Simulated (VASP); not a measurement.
# Ga (Cmce) in VASP: a series of runs

The runs below take Ga through electric field gradients, with PBEsol.

Everything below comes from runs of VASP 6.6.1. Logs are shortened: lines on timing, memory, paths and dates and some standing lists are left out, and cuts for length are marked.

### Step 1. The cell of the first run

Symmetry: Cmce, No. 64, orthorhombic system. Conventional cell: a = 4.496 Å, b = 7.619 Å, c = 4.502 Å, α = 90.00°, β = 90.00°, γ = 90.00°. Within 3.2 Å of Ga (site symmetry m) lie 7 Ga at 2.43 to 2.79 Å.

### Step 2. Electric field gradients, PBEsol (19.27 Å³/atom)

Contents of INCAR:

```
SYSTEM = Ga
  PREC = Accurate
  ENCUT = 520
  EDIFF = 1E-8
  ISMEAR = -1
  SIGMA = 0.05
  LREAL = .FALSE.
  LASPH = .TRUE.
  NELM = 80
  ALGO = Normal
  ISIF = 2
  LWAVE = .FALSE.
  LCHARG = .FALSE.
  GGA = PS
  LEFG = .TRUE.
  NBANDS = 34
```

Contents of KPOINTS:

```
regular mesh
0
G
  9 9 8
  0 0 0
```

Contents of POSCAR:

```
Ga
1.0
    2.2478069671     -3.8096159580      0.0000000000
    2.2478069671      3.8096159580      0.0000000000
    0.0000000000      0.0000000000      4.5015938671
Ga
4
Direct
    0.1525000000      0.8475000000      0.0785000000
    0.6525000000      0.3475000000      0.4215000000
    0.8475000000      0.1525000000      0.9215000000
    0.3475000000      0.6525000000      0.5785000000
```

Potentials or basis: VASP PAW PBE potentials, release 64 (Ga_d).

On the command line:

```bash
$ cat potpaw_PBE.64/Ga_d/POTCAR > POTCAR
$ mpirun -np 1 vasp_std > vasp.out
```

OUTCAR:

```text
SYSTEM = Ga
   PREC = Accurate
   ENCUT = 520
   EDIFF = 1E-8
   ISMEAR = -1
   LREAL = .FALSE.
   LASPH = .TRUE.
   NELM = 80
   ISIF = 2
   GGA = PS

 ion  position               nearest neighbor table
   1  0.153  0.847  0.078-   3 2.43   4 2.70   4 2.70   2 2.73   2 2.73   3 2.79   3 2.79
   2  0.653  0.347  0.422-   4 2.43   3 2.70   3 2.70   1 2.73   1 2.73   4 2.79   4 2.79
   3  0.847  0.153  0.922-   1 2.43   2 2.70   2 2.70   4 2.73   4 2.73   1 2.79   1 2.79
   4  0.347  0.653  0.578-   2 2.43   1 2.70   1 2.70   3 2.73   3 2.73   2 2.79   2 2.79

  LATTYP: Found a base centered orthorhombic cell.
 ALAT       =     4.4956139342
 B/A-ratio  =     1.6948145520
 C/A-ratio  =     1.0013301705

  Lattice vectors:

 A1 = (   2.2478069671,  -3.8096159580,   0.0000000000)
 A2 = (   2.2478069671,   3.8096159580,   0.0000000000)
 A3 = (   0.0000000000,   0.0000000000,   4.5015938671)

Analysis of symmetry for initial positions (statically):
=====================================================================
 Subroutine PRICEL returns:
 Original cell was already a primitive cell.

 Routine SETGRP: Setting up the symmetry group for a
 base centered orthorhombic supercell.

 Subroutine GETGRP returns: Found  8 space group operations
 (whereof  4 operations were pure point group operations)
 out of a pool of  8 trial point group operations.

The static configuration has the point symmetry C_2h.
 The point group associated with its full space group is D_2h.

Analysis of symmetry for dynamics (positions and initial velocities):
=====================================================================
 Subroutine PRICEL returns:
 Original cell was already a primitive cell.

 Routine SETGRP: Setting up the symmetry group for a
 base centered orthorhombic supercell.

 Subroutine GETGRP returns: Found  8 space group operations
 (whereof  4 operations were pure point group operations)
 out of a pool of  8 trial point group operations.

The dynamic configuration has the point symmetry C_2h.
 The point group associated with its full space group is D_2h.

 Subroutine INISYM returns: Found  8 space group operations
 (whereof  4 operations are pure point group operations),
 and found     1 'primitive' translations

----------------------------------------------------------------------------------------

                                     Primitive cell
[... 138 lines left out ...]
  ---------------------------------------------------
  free energy    TOTEN  =       -13.37576668 eV

  energy without entropy =      -13.36763437  energy(sigma->0) =      -13.37170053

 E-fermi :   5.0161     XC(G=0): -10.8884

 val. band max:        5.0153347387   @ k =  -0.4444   0.3333   0.1250
 cond. band min:       5.0182103067   @ k =  -0.4444   0.2222   0.0000
 fundamental gap:      0.0028755681
 Fermi energy:         5.0160686706

 k-point     1 :       0.0000    0.0000    0.0000
  band No.  band energies     occupation
      1     -10.0990      2.00000
      2     -10.0909      2.00000
      3     -10.0904      2.00000
      4     -10.0645      2.00000
      5     -10.0086      2.00000
      6      -9.9769      2.00000
[... 877 lines left out ...]
     33      11.7918      0.00000
     34      12.9417      0.00000

 [... further k-points ...]
[... 5 lines left out ...]
  --------------------------------------------------------------------------------------
  -------------------------------------------------------------------------------------
  Total       -0.6367078      0.4770501     -0.6616388      0.0000000     -0.0000000      0.0000000
  in kB      -13.2316575      9.9137516    -13.7497565      0.0000000     -0.0000000      0.0000000
  external PRESSURE =      -5.6892208 kB  Pullay stress =       0.0000000 kB

 VOLUME and BASIS-vectors are now :
 -----------------------------------------------------------------------------
  energy-cutoff  :      520.00
  volume of cell :       77.10
      direct lattice vectors                 reciprocal lattice vectors
     2.247806967 -3.809615958  0.000000000     0.222439029 -0.131246825  0.000000000
     2.247806967  3.809615958  0.000000000     0.222439029  0.131246825  0.000000000
     0.000000000  0.000000000  4.501593867     0.000000000  0.000000000  0.222143541

 POSITION                                       TOTAL-FORCE (eV/Angst)
 -----------------------------------------------------------------------------------
      2.24781      2.64768      0.35338         0.000000     -0.424971      0.119560
      2.24781     -1.16193      1.89742         0.000000     -0.424971     -0.119560
      2.24781     -2.64768      4.14822         0.000000      0.424971     -0.119560
      2.24781      1.16193      2.60417         0.000000      0.424971      0.119560
 -----------------------------------------------------------------------------------
    total drift:                                0.000000      0.000000     -0.000000

  FREE ENERGIE OF THE ION-ELECTRON SYSTEM (eV)
  ---------------------------------------------------
  free  energy   TOTEN  =       -13.3757666831 eV

  energy  without entropy=      -13.3676343714  energy(sigma->0) =      -13.37170053

 Electric field gradients (V/A^2)
---------------------------------------------------------------------
 ion       V_xx      V_yy      V_zz      V_xy      V_xz      V_yz
---------------------------------------------------------------------
   1      29.668   -41.388    11.720    -0.000     0.000    26.224
   2      29.668   -41.388    11.720    -0.000     0.000   -26.224
   3      29.668   -41.388    11.720     0.000     0.000    26.224
   4      29.668   -41.388    11.720    -0.000    -0.000   -26.224
---------------------------------------------------------------------

 Electric field gradients after diagonalization (V/A^2)
 (convention: |V_zz| > |V_xx| > |V_yy|)
----------------------------------------------------------------------
 ion       V_xx      V_yy      V_zz     asymmetry (V_yy - V_xx)/ V_zz
----------------------------------------------------------------------
   1      29.668    22.486   -52.154       0.138
   2      29.668    22.486   -52.154       0.138
   3      29.668    22.486   -52.154       0.138
   4      29.668    22.486   -52.154       0.138
----------------------------------------------------------------------

           NMR quadrupolar parameters

 Cq : quadrupolar parameter    Cq=e*Q*V_zz/h
 eta: asymmetry parameters     (V_yy - V_xx)/ V_zz
 Q  : nuclear electric quadrupole moment in mb (millibarn)
----------------------------------------------------------------------
 ion       Cq(MHz)       eta       Q (mb)
----------------------------------------------------------------------
   1      -0.126       0.138       1.000
   2      -0.126       0.138       1.000
   3      -0.126       0.138       1.000
   4      -0.126       0.138       1.000
----------------------------------------------------------------------
```

OSZICAR:

```text
N       E                     dE             d eps       ncg     rms          rms(c)
DAV:   1     0.355490202364E+03    0.35549E+03   -0.25404E+04  8796   0.289E+03
DAV:   2     0.305252453419E+02   -0.32496E+03   -0.31675E+03  8804   0.531E+02
DAV:   3    -0.122118318997E+02   -0.42737E+02   -0.42189E+02  9576   0.151E+02
DAV:   4    -0.135508578262E+02   -0.13390E+01   -0.13336E+01 10004   0.300E+01
DAV:   5    -0.135786926962E+02   -0.27835E-01   -0.27827E-01 10624   0.449E+00    0.276E+00
DAV:   6    -0.134145966833E+02    0.16410E+00   -0.33068E-01 10854   0.792E+00    0.143E+00
DAV:   7    -0.133789918753E+02    0.35605E-01   -0.78862E-02 12442   0.296E+00    0.357E-01
DAV:   8    -0.133756771377E+02    0.33147E-02   -0.16863E-02  9180   0.139E+00    0.477E-02
DAV:   9    -0.133757708414E+02   -0.93704E-04   -0.12191E-03  9732   0.378E-01    0.270E-02
DAV:  10    -0.133757656042E+02    0.52372E-05   -0.24702E-04  9838   0.181E-01    0.574E-03
DAV:  11    -0.133757682838E+02   -0.26796E-05   -0.41944E-05 10050   0.765E-02    0.627E-03
DAV:  12    -0.133757666573E+02    0.16265E-05   -0.16035E-05 10276   0.501E-02    0.790E-04
DAV:  13    -0.133757667729E+02   -0.11562E-06   -0.15634E-06 11134   0.935E-03    0.490E-04
DAV:  14    -0.133757667154E+02    0.57504E-07   -0.83856E-08 10026   0.205E-03    0.157E-04
DAV:  15    -0.133757667010E+02    0.14430E-07   -0.66070E-09  5034   0.824E-04    0.881E-05
DAV:  16    -0.133757666802E+02    0.20797E-07   -0.15629E-09  4852   0.379E-04    0.173E-05
DAV:  17    -0.133757666831E+02   -0.29013E-08   -0.59736E-10  4772   0.243E-04
   1 F= -.13375767E+02 E0= -.13371701E+02  d E =-.813231E-02
```

stdout:

```text
POSCAR found type information on POSCAR Ga
 POSCAR found :  1 types and       4 ions
 scaLAPACK will be used
 -----------------------------------------------------------------------------
|                                                                             |
|                                                                             |
|     You enforced a specific xc type in the INCAR file but a different       |
|     I HOPE YOU KNOW WHAT YOU ARE DOING!                                     |
|                                                                             |
 -----------------------------------------------------------------------------

 LDA part: xc-table for (Slater+PW92), standard interpolation
 POSCAR, INCAR and KPOINTS ok, starting setup
 FFT: planning ... GRIDC
 FFT: planning ... GRID_SOFT
 FFT: planning ... GRID
 WAVECAR not read
 entering main loop
ion   1

ion   2

ion   3

ion   4
```

Run time: 4.4 min. Hardware: 1 thread of Intel Xeon Platinum 8259CL at 2.50GHz (Skylake/Cascade Lake), shared host; peak memory 0.36 GiB.

Results:

| Quantity | Value |
| --- | --- |
| Free energy | -13.3758 eV |
| Pressure | -0.6 GPa |
| Largest force | 0.441 eV/Å |
| Band gap on the k mesh | zero (bands 26 and 27 overlap by 1.28 eV) |
| Largest electric field gradient by atom | Ga -52.2 V/Å² |

Forces in eV/Å, atoms in the order of the input:
```
Ga   0.000 -0.425  0.120
Ga   0.000 -0.425 -0.120
Ga   0.000  0.425 -0.120
Ga   0.000  0.425  0.120
```

Levels at points of the mesh, in eV from the Fermi level:
| k point | band 23 | band 24 | band 25 | band 26 | band 27 | band 28 | band 29 | band 30 |
| --- | --- | --- | --- | --- | --- | --- | --- | --- |
| (0.00, 0.00, 0.00) | -3.69 | -1.65 | -1.59 | -0.89 | 0.91 | 0.95 | 0.98 | 5.18 |
| (0.00, 0.00, 0.50) | -0.13 | -0.13 | 0.01 | 0.01 | 0.12 | 0.12 | 2.17 | 2.17 |

Electric field gradients, principal values (V/Å²):
```tsv
atom	least	middle	greatest (by size)
1 Ga	22.486	29.668	-52.154
2 Ga	22.486	29.668	-52.154
3 Ga	22.486	29.668	-52.154
4 Ga	22.486	29.668	-52.154
```

Caveat: without QUAD_EFG the Cq values of the log hold for a quadrupole moment of 1 mb, not for the nuclei; the PAW data sets were made with another functional, which shifts forces and pressure a little.

### Step 3. Electric field gradients, PBEsol (19.66 Å³/atom)

This run uses another cell than the first one, of 19.66 Å³/atom.

Contents of INCAR:

```
SYSTEM = Ga
ALGO = Normal
EDIFF = 1E-8
ENCUT = 520
GGA = PS
ISIF = 2
ISMEAR = -1
LASPH = .TRUE.
LCHARG = .FALSE.
LEFG = .TRUE.
LREAL = .FALSE.
LWAVE = .FALSE.
NBANDS = 34
NELM = 80
PREC = Accurate
SIGMA = 0.05
```

Contents of KPOINTS:

```
k-points
0
G
  9 9 8
  0 0 0
```

Contents of POSCAR:

```
Ga
1.0
    2.2628429122     -3.8350990966      0.0000000000
    2.2628429122      3.8350990966      0.0000000000
    0.0000000000      0.0000000000      4.5317057581
Ga
4
Direct
    0.1525000000      0.8475000000      0.0785000000
    0.6525000000      0.3475000000      0.4215000000
    0.8475000000      0.1525000000      0.9215000000
    0.3475000000      0.6525000000      0.5785000000
```

Potentials or basis: VASP PAW PBE potentials, release 64 (Ga_d).

On the command line:

```bash
$ cat potpaw_PBE.64/Ga_d/POTCAR > POTCAR
$ mpirun -np 1 vasp_std > vasp.out
```

OUTCAR:

```text
SYSTEM = Ga
   EDIFF = 1E-8
   ENCUT = 520
   GGA = PS
   ISIF = 2
   ISMEAR = -1
   LASPH = .TRUE.
   LREAL = .FALSE.
   NELM = 80
   PREC = Accurate

 ion  position               nearest neighbor table
   1  0.153  0.847  0.078-   3 2.45   4 2.71   4 2.71   2 2.75   2 2.75   3 2.80   3 2.80
   2  0.653  0.347  0.422-   4 2.45   3 2.71   3 2.71   1 2.75   1 2.75   4 2.80   4 2.80
   3  0.847  0.153  0.922-   1 2.45   2 2.71   2 2.71   4 2.75   4 2.75   1 2.80   1 2.80
   4  0.347  0.653  0.578-   2 2.45   1 2.71   1 2.71   3 2.75   3 2.75   2 2.80   2 2.80

  LATTYP: Found a base centered orthorhombic cell.
 ALAT       =     4.5256858244
 B/A-ratio  =     1.6948145521
 C/A-ratio  =     1.0013301705

  Lattice vectors:

 A1 = (   2.2628429122,  -3.8350990966,   0.0000000000)
 A2 = (   2.2628429122,   3.8350990966,   0.0000000000)
 A3 = (   0.0000000000,   0.0000000000,   4.5317057581)

Analysis of symmetry for initial positions (statically):
=====================================================================
 Subroutine PRICEL returns:
 Original cell was already a primitive cell.

 Routine SETGRP: Setting up the symmetry group for a
[... 1094 lines left out ...]
      2.26284     -2.66539      4.17597         0.000000      0.414504     -0.113202
      2.26284      1.16971      2.62159         0.000000      0.414504      0.113202
 -----------------------------------------------------------------------------------
    total drift:                                0.000000      0.000000     -0.000000

  FREE ENERGIE OF THE ION-ELECTRON SYSTEM (eV)
  ---------------------------------------------------
  free  energy   TOTEN  =       -13.3648541920 eV

  energy  without entropy=      -13.3564034562  energy(sigma->0) =      -13.36062882

 Electric field gradients (V/A^2)
---------------------------------------------------------------------
 ion       V_xx      V_yy      V_zz      V_xy      V_xz      V_yz
---------------------------------------------------------------------
   1      28.729   -40.146    11.417    -0.000     0.000    25.804
   2      28.729   -40.146    11.417     0.000     0.000   -25.804
   3      28.729   -40.146    11.417     0.000     0.000    25.804
   4      28.729   -40.146    11.417    -0.000    -0.000   -25.804
---------------------------------------------------------------------

 Electric field gradients after diagonalization (V/A^2)
 (convention: |V_zz| > |V_xx| > |V_yy|)
----------------------------------------------------------------------
 ion       V_xx      V_yy      V_zz     asymmetry (V_yy - V_xx)/ V_zz
----------------------------------------------------------------------
   1      28.729    22.112   -50.841       0.130
   2      28.729    22.112   -50.841       0.130
   3      28.729    22.112   -50.841       0.130
   4      28.729    22.112   -50.841       0.130
----------------------------------------------------------------------

           NMR quadrupolar parameters

 Cq : quadrupolar parameter    Cq=e*Q*V_zz/h
 eta: asymmetry parameters     (V_yy - V_xx)/ V_zz
 Q  : nuclear electric quadrupole moment in mb (millibarn)
----------------------------------------------------------------------
 ion       Cq(MHz)       eta       Q (mb)
----------------------------------------------------------------------
   1      -0.123       0.130       1.000
   2      -0.123       0.130       1.000
   3      -0.123       0.130       1.000
   4      -0.123       0.130       1.000
----------------------------------------------------------------------
```

stdout:

```text
POSCAR found type information on POSCAR Ga
 POSCAR found :  1 types and       4 ions
 scaLAPACK will be used
 -----------------------------------------------------------------------------
|                                                                             |
|                                                                             |
|     You enforced a specific xc type in the INCAR file but a different       |
|     I HOPE YOU KNOW WHAT YOU ARE DOING!                                     |
|                                                                             |
 -----------------------------------------------------------------------------

 LDA part: xc-table for (Slater+PW92), standard interpolation
 POSCAR, INCAR and KPOINTS ok, starting setup
 FFT: planning ... GRIDC
 FFT: planning ... GRID_SOFT
 FFT: planning ... GRID
 WAVECAR not read
 entering main loop
ion   1

ion   2

ion   3

ion   4
```

It took 4.4 min on 1 thread of Intel Xeon Platinum 8259CL at 2.50GHz (Skylake/Cascade Lake), shared host; peak memory 0.37 GiB.

Results:

```
Free energy                             : -13.3649 eV
Pressure                                : -1.7 GPa
Largest force                           : 0.430 eV/Å
Band gap on the k mesh                  : zero (bands 26 and 27 overlap by 1.28 eV)
Largest electric field gradient by atom : Ga -50.8 V/Å²
```

Forces on the atoms (eV/Å):
```
Ga   0.000 -0.415  0.113
Ga   0.000 -0.415 -0.113
Ga   0.000  0.415 -0.113
Ga   0.000  0.415  0.113
```

Stress tensor (GPa, compression positive):
```
-2.26  0.00  0.00
 0.00 -0.31  0.00
 0.00  0.00 -2.43
```

Levels at points of the mesh, in eV from the Fermi level:
```tsv
k point	band 23	band 24	band 25	band 26	band 27	band 28	band 29	band 30
(0.00, 0.00, 0.00)	-3.65	-1.70	-1.55	-0.86	0.92	0.94	0.96	5.08
(0.00, 0.00, 0.50)	-0.19	-0.19	-0.02	-0.02	0.14	0.14	2.14	2.14
```

Electric field gradients, principal values (V/Å²):
| atom | least | middle | greatest (by size) |
| --- | --- | --- | --- |
| 1 Ga | 22.112 | 28.729 | -50.841 |
| 2 Ga | 22.112 | 28.729 | -50.841 |
| 3 Ga | 22.112 | 28.729 | -50.841 |
| 4 Ga | 22.112 | 28.729 | -50.841 |

Caveat: without QUAD_EFG the Cq values of the log hold for a quadrupole moment of 1 mb, not for the nuclei; the PAW data sets were made with another functional, which shifts forces and pressure a little.

(Continued in part 2 of 2.)
